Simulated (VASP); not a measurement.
# K (I4/mmm) in VASP: notebook

The runs below take K through single point, with PBE.

All numbers are computed with VASP 6.6.1; they aren't measurements. Logs are shortened: lines on timing, memory, paths and dates and some standing lists are left out, and cuts for length are marked.

**1. The cell of the first run**

Symmetry: I4/mmm, No. 139, tetragonal system. The conventional cell has a = 5.105 Å, b = 5.105 Å, c = 5.236 Å, α = 90.00°, β = 90.00°, γ = 90.00°. Within 5.8 Å of K (site symmetry 4/mmm) lie 14 K at 4.46 to 5.24 Å.

**2. Single point, PBE (strain -0.0250 x Voigt [1, 1, 0, 0, 0, 0])**

Input file INCAR:

```
PREC = Accurate
ENCUT = 520
EDIFF = 1E-6
ISMEAR = 0
SIGMA = 0.15
LREAL = F
LASPH = T
NELM = 100
ALGO = Fast
ISIF = 2
LWAVE = F
LCHARG = T
GGA = PE
LELF = T
LVHAR = T
NBANDS = 10
```

Input file KPOINTS:

```
Automatic mesh
0
Gamma
  14 14 14
```

Input file POSCAR:

```
K
1.0
   -2.5525500000      2.5525500000      2.6180000000
    2.5525500000     -2.5525500000      2.6180000000
    2.5525500000      2.5525500000     -2.6180000000
K
1
Direct
    0.0000000000      0.0000000000      0.0000000000
```

Potentials or basis: VASP PAW PBE potentials, release 64 (K_sv).

Run with:

```bash
cat potpaw_PBE.64/K_sv/POTCAR > POTCAR
mpirun -np 1 vasp_std > vasp.out
```

OUTCAR:

```text
PREC = Accurate
   ENCUT = 520
   EDIFF = 1E-6
   ISMEAR = 0
   LREAL = F
   LASPH = T
   NELM = 100
   ISIF = 2
   GGA = PE

 ion  position               nearest neighbor table
   1  0.000  0.000  0.000-

  LATTYP: Found a body centered tetragonal cell.
 ALAT       =     5.1051000000
 C/A-ratio  =     1.0256410256

  Lattice vectors:

 A1 = (  -2.5525500000,   2.5525500000,   2.6180000000)
 A2 = (   2.5525500000,  -2.5525500000,   2.6180000000)
 A3 = (   2.5525500000,   2.5525500000,  -2.6180000000)

Analysis of symmetry for initial positions (statically):
=====================================================================
 Subroutine PRICEL returns:
 Original cell was already a primitive cell.

 Routine SETGRP: Setting up the symmetry group for a
 body centered tetragonal supercell.

 Subroutine GETGRP returns: Found 16 space group operations
 (whereof 16 operations were pure point group operations)
 out of a pool of 16 trial point group operations.

The static configuration has the point symmetry D_4h.

Analysis of symmetry for dynamics (positions and initial velocities):
=====================================================================
 Subroutine PRICEL returns:
 Original cell was already a primitive cell.

 Routine SETGRP: Setting up the symmetry group for a
 body centered tetragonal supercell.

 Subroutine GETGRP returns: Found 16 space group operations
 (whereof 16 operations were pure point group operations)
 out of a pool of 16 trial point group operations.

The dynamic configuration has the point symmetry D_4h.

 Subroutine INISYM returns: Found 16 space group operations
 (whereof 16 operations are pure point group operations),
 and found     1 'primitive' translations

----------------------------------------------------------------------------------------

                                     Primitive cell

  volume of cell :      68.2304

  direct lattice vectors                    reciprocal lattice vectors
    -2.552550000  2.552550000  2.618000000     0.000000000  0.195882549  0.190985485
     2.552550000 -2.552550000  2.618000000     0.195882549  0.000000000  0.190985485
     2.552550000  2.552550000 -2.618000000     0.195882549  0.195882549  0.000000000

  length of vectors
     4.459254086  4.459254086  4.459254086     0.273578925  0.273578925  0.277019757

  position of ions in fractional coordinates (direct lattice)
     0.000000000  0.000000000  0.000000000

  ion indices of the primitive-cell ions
   primitive index   ion index
                 1           1

----------------------------------------------------------------------------------------

 KPOINTS: Automatic mesh

Automatic generation of k-mesh.
 Grid dimensions read from file:
 generate k-points for:   14   14   14

 Generating k-lattice:

  Cartesian coordinates                     Fractional coordinates (reciprocal lattice)
     0.000000000  0.013991611  0.013641820     0.071428571  0.000000000  0.000000000
     0.013991611  0.000000000  0.013641820     0.000000000  0.071428571  0.000000000
     0.013991611  0.013991611  0.000000000     0.000000000  0.000000000  0.071428571

  Length of vectors
     0.019541352  0.019541352  0.019787126

  Shift w.r.t. Gamma in fractional coordinates (k-lattice)
     0.000000000  0.000000000  0.000000000

 Subroutine IBZKPT returns following result:
 ===========================================

 Found    244 irreducible k-points:

 Following reciprocal coordinates:
            Coordinates               Weight
  0.000000  0.000000  0.000000      1.000000
  0.071429  0.000000  0.000000      8.000000
  0.142857  0.000000  0.000000      8.000000
  0.214286  0.000000  0.000000      8.000000
  0.285714  0.000000  0.000000      8.000000
  0.357143  0.000000  0.000000      8.000000
[... 16 lines left out ...]
  0.214286  0.142857 -0.000000     16.000000
  0.285714  0.142857 -0.000000     16.000000
 [... further k-points ...]
   k-points           NKPTS =    244   k-points in BZ     NKDIM =    244   number of bands    NBANDS=     10
   number of dos      NEDOS =    301   number of ions     NIONS =      1
   total plane-waves  NPLWV =  46656
   dimension x,y,z NGX =    36 NGY =   36 NGZ =   36
   dimension x,y,z NGXF=    72 NGYF=   72 NGZF=   72
   ions per type =               1
   NGX,Y,Z   is equivalent  to a cutoff of  13.42, 13.42, 13.42 a.u.
   NGXF,Y,Z  is equivalent  to a cutoff of  26.84, 26.84, 26.84 a.u.
 SYSTEM =  unknown system
   PREC   = accura    normal or accurate (medium, high low for compatibility)
   ISTART =      0    job   : 0-new  1-cont  2-samecut
   ICHARG =      2    charge: 1-file 2-atom 10-const
   ISPIN  =      1    spin polarized calculation?
   LNONCOLLINEAR =      F non collinear calculations
   LSORBIT =      F    spin-orbit coupling
   LASPH  =      T    aspherical Exc in radial PAW
   ENCUT  =  520.0 eV  38.22 Ry    6.18 a.u.   8.29  8.29  8.29*2*pi/ulx,y,z
   NELM   =    100;   NELMIN=  2; NELMDL= -5     # of ELM steps
   EDIFF  = 0.1E-05   stopping-criterion for ELM
   LREAL  =      F    real-space projection
   EDIFFG = 0.1E-04   stopping-criterion for IOM
   NSW    =      0    number of steps for IOM
   IBRION =     -1    ionic relax: 0-MD 1-quasi-New 2-CG
   NFREE  =      0    steps in history (QN), initial steepest desc. (CG)
   ISIF   =      2    stress and relaxation
   ISYM   =      2    0-nonsym 1-usesym 2-fastsym
   POTIM  = 0.5000    time-step for ionic-motion
   TEBEG  =    0.0;   TEEND  =   0.0 temperature during run
   PSTRESS=    0.0 pullay stress
   NELECT =       9.0000    total number of electrons
   NUPDOWN=      -1.0000    fix difference up-down
   EMIN   =  10.00;   EMAX   =-10.00  energy-range for DOS
   EFERMI =   0.00;   METHOD = LEGACY
   ISMEAR =     0;   SIGMA  =   0.15  broadening in eV -4-tet -1-fermi 0-gaus
   EFERMI_NEDOS =   21; number of points for ismear=-14 and -15
   IALGO  =     68    algorithm
   IMIX   =      4    mixing-type and parameters
     AMIX     =   0.40;   BMIX     =  1.00
     AMIX_MAG =   1.60;   BMIX_MAG =  1.00
  volume/ion in A,a.u.               =      68.23       460.44
  Fermi-wavevector in a.u.,A,eV,Ry     =   0.833354  1.574811  9.448963  0.694479
  Thomas-Fermi vector in A             =   1.946564
   LORBIT       =      0    0 simple, 1 ext, 2 COOP (PROOUT), +10 PAW based schemes
   GGA     = PE    functional components
   LHFCALC =     F    Hartree Fock is set to
   AEXX    =    0.0000 exact exchange contribution
   IVDW    =     0    specifies the selected vdW correction
   LEPSILON=     F    determine dielectric tensor
   LRPA    =     F    only Hartree local field effects (RPA)
 non-spin polarized calculation
 RMM-DIIS sequential band-by-band and
 Gauss-broadening in eV      SIGMA  =   0.15
  energy-cutoff  :      520.00
  volume of cell :       68.23
 maximum number of plane-waves:      1881
 NGX is ok and might be reduce to    36
   NGX = 17   NGY = 17   NGZ = 17

 number of electron       8.9999999 magnetization

 Free energy of the ion-electron system (eV)
  ---------------------------------------------------
  ext. energy  EPLUGINS =         0.00000000
  ---------------------------------------------------
  free energy    TOTEN  =        -1.04626300 eV

  energy without entropy =       -1.03775437  energy(sigma->0) =       -1.04200869

 E-fermi :   0.0531     XC(G=0):  -5.8355

 val. band max:        0.0487999647   @ k =  -0.4286   0.4286   0.0714
 cond. band min:       0.0535107764   @ k =   0.5000   0.2857   0.0000
 fundamental gap:      0.0047108116
 Fermi energy:         0.0531020070

 k-point     1 :       0.0000    0.0000    0.0000
  band No.  band energies     occupation
      1     -32.0391      2.00000
      2     -15.4825      2.00000
      3     -15.4825      2.00000
      4     -15.4823      2.00000
      5      -2.2128      2.00000
      6       4.3773      0.00000
      7       4.3773      0.00000
      8       4.5061      0.00000
      9       5.2878      0.00000
     10       5.4608      0.00000

 k-point     2 :       0.0714    0.0000    0.0000
  band No.  band energies     occupation
      1     -32.0389      2.00000
      2     -15.4868      2.00000
      3     -15.4839      2.00000
      4     -15.4823      2.00000
      5      -2.1458      2.00000
      6       4.2873      0.00000
      7       4.3341      0.00000
      8       4.5196      0.00000
      9       5.1790      0.00000
     10       5.4201      0.00000

 k-point     3 :       0.1429    0.0000    0.0000
  band No.  band energies     occupation
      1     -32.0380      2.00000
      2     -15.4993      2.00000
      3     -15.4879      2.00000
      4     -15.4823      2.00000
      5      -1.9470      2.00000
      6       3.9258      0.00000
      7       4.1388      0.00000
      8       4.6683      0.00000
      9       5.0698      0.00000
     10       5.3701      0.00000

 k-point     4 :       0.2143    0.0000    0.0000
  band No.  band energies     occupation
      1     -32.0369      2.00000
      2     -15.5171      2.00000
      3     -15.4936      2.00000
      4     -15.4822      2.00000
      5      -1.6240      2.00000
      6       3.3395      0.00000
      7       3.8836      0.00000
      8       4.9379      0.00000
      9       5.1088      0.00000
     10       5.3527      0.00000
[... 222 lines left out ...]
 k-point    22 :       0.1429    0.1429    0.0000
  band No.  band energies     occupation
      1     -32.0363      2.00000
      2     -15.5245      2.00000
      3     -15.4946      2.00000
      4     -15.4857      2.00000
      5      -1.4405      2.00000
      6       3.2205      0.00000
      7       3.5793      0.00000
      8       4.9524      0.00000
      9       5.0421      0.00000
     10       5.6328      0.00000

 k-point    23 :       0.2143    0.1429   -0.0000
  band No.  band energies     occupation
      1     -32.0351      2.00000
      2     -15.5395      2.00000
      3     -15.5018      2.00000
      4     -15.4867      2.00000
      5      -1.0144      2.00000
      6       2.6917      0.00000
      7       3.2920      0.00000
      8       5.0144      0.00000
      9       5.2704      0.00000
     10       5.7255      0.00000

 k-point    24 :       0.2857    0.1429   -0.0000
  band No.  band energies     occupation
      1     -32.0340      2.00000
      2     -15.5526      2.00000
      3     -15.5093      2.00000
      4     -15.4872      2.00000
      5      -0.4932      2.00000
      6       2.0882      0.00000
      7       3.0886      0.00000
      8       4.9985      0.00000
      9       5.4640      0.00000
     10       5.8591      0.00000

 [... further k-points ...]

------------------------ aborting loop because EDIFF is reached ----------------------------------------

  FORCE on cell =-STRESS in cart. coord.  units (eV):
  Direction    XX          YY          ZZ          XY          YZ          ZX
  --------------------------------------------------------------------------------------
  -------------------------------------------------------------------------------------
  Total        0.1397131      0.1397131      0.1305024      0.0000000      0.0000000      0.0000000
  in kB        3.2807234      3.2807234      3.0644393      0.0000000      0.0000000      0.0000000
  external PRESSURE =       3.2086287 kB  Pullay stress =       0.0000000 kB

 VOLUME and BASIS-vectors are now :
 -----------------------------------------------------------------------------
  energy-cutoff  :      520.00
  volume of cell :       68.23
      direct lattice vectors                 reciprocal lattice vectors
    -2.552550000  2.552550000  2.618000000     0.000000000  0.195882549  0.190985485
     2.552550000 -2.552550000  2.618000000     0.195882549  0.000000000  0.190985485
     2.552550000  2.552550000 -2.618000000     0.195882549  0.195882549  0.000000000

 POSITION                                       TOTAL-FORCE (eV/Angst)
 -----------------------------------------------------------------------------------
      0.00000      0.00000      0.00000        -0.000000      0.000000      0.000000
 -----------------------------------------------------------------------------------
    total drift:                               -0.000000      0.000000      0.000000

  FREE ENERGIE OF THE ION-ELECTRON SYSTEM (eV)
  ---------------------------------------------------
  free  energy   TOTEN  =        -1.0462629981 eV

  energy  without entropy=       -1.0377543727  energy(sigma->0) =       -1.04200869
```

Run time: 4.4 min. Hardware: 1 thread of Intel Xeon 8259CL, shared host; peak memory 0.32 GiB.

Results:

```yaml
Free_energy: -1.0463 eV
Pressure: 0.3 GPa
Band_gap_on_the_k_mesh: zero (an odd number of electrons rules out a gap without spin polarisation)
```

Caveat: the cell differs from its parent crystal (strain -0.0250 x Voigt [1, 1, 0, 0, 0, 0]).

**3. Single point, PBE (strain +0.0250 x Voigt [1, 1, 0, 0, 0, 0])**

Input file INCAR:

```
SYSTEM = K
ALGO     = Fast           ! electronic algorithm
EDIFF    = 1E-7           ! SCF threshold, eV
ENCUT    = 520            ! plane-wave cutoff, eV
GGA      = PE             ! functional
ISIF     = 2              ! what is computed and relaxed
ISMEAR   = 0              ! smearing method
LASPH    = .True.         ! aspherical terms in the spheres
LCHARG   = .False.        ! write CHGCAR
LREAL    = .False.        ! projectors in reciprocal space
LWAVE    = .False.        ! write WAVECAR
NBANDS   = 10             ! bands
NELM     = 100            ! most SCF steps
PREC     = Accurate       ! precision mode
SIGMA    = 0.15           ! smearing width, eV
```

Input file KPOINTS:

```
k-points
0
Gamma
  14 14 14
  0 0 0
```

Input file POSCAR:

```
K
1.0
   -2.6834500000      2.6834500000      2.6180000000
    2.6834500000     -2.6834500000      2.6180000000
    2.6834500000      2.6834500000     -2.6180000000
K
1
Direct
    0.0000000000      0.0000000000      0.0000000000
```

Potentials or basis: VASP PAW PBE potentials, release 64 (K_sv).

Run with:

```bash
cat potpaw_PBE.64/K_sv/POTCAR > POTCAR
mpirun -np 1 vasp_std > vasp.out
```

Run time: 4.9 min. Hardware: 1 thread of Intel Xeon 8259CL, shared host; peak memory 0.32 GiB.

It converged, with:

| Property | Result |
| --- | --- |
| Free energy | -1.0513 eV |
| Pressure | -0.1 GPa |
| Band gap on the k mesh | zero (an odd number of electrons rules out a gap without spin polarisation) |

Levels at points of the mesh, in eV from the Fermi level:
| k point | band 1 | band 2 | band 3 | band 4 | band 5 | band 6 | band 7 | band 8 | band 9 | band 10 |
| --- | --- | --- | --- | --- | --- | --- | --- | --- | --- | --- |
| (0.00, 0.00, 0.00) | -32.15 | -15.60 | -15.60 | -15.60 | -2.12 | 4.19 | 4.31 | 4.31 | 5.08 | 5.24 |
| (0.50, 0.00, 0.00) | -32.15 | -15.66 | -15.62 | -15.60 | 0.46 | 0.70 | 3.11 | 4.83 | 5.75 | 5.89 |
| (0.50, 0.50, 0.00) | -32.15 | -15.66 | -15.62 | -15.60 | 0.41 | 0.63 | 3.25 | 4.75 | 5.63 | 5.96 |
| (0.50, 0.50, 0.50) | -32.14 | -15.65 | -15.65 | -15.64 | 1.64 | 1.72 | 3.32 | 3.32 | 3.60 | 5.37 |

Caveat: the cell differs from its parent crystal (strain +0.0250 x Voigt [1, 1, 0, 0, 0, 0]).
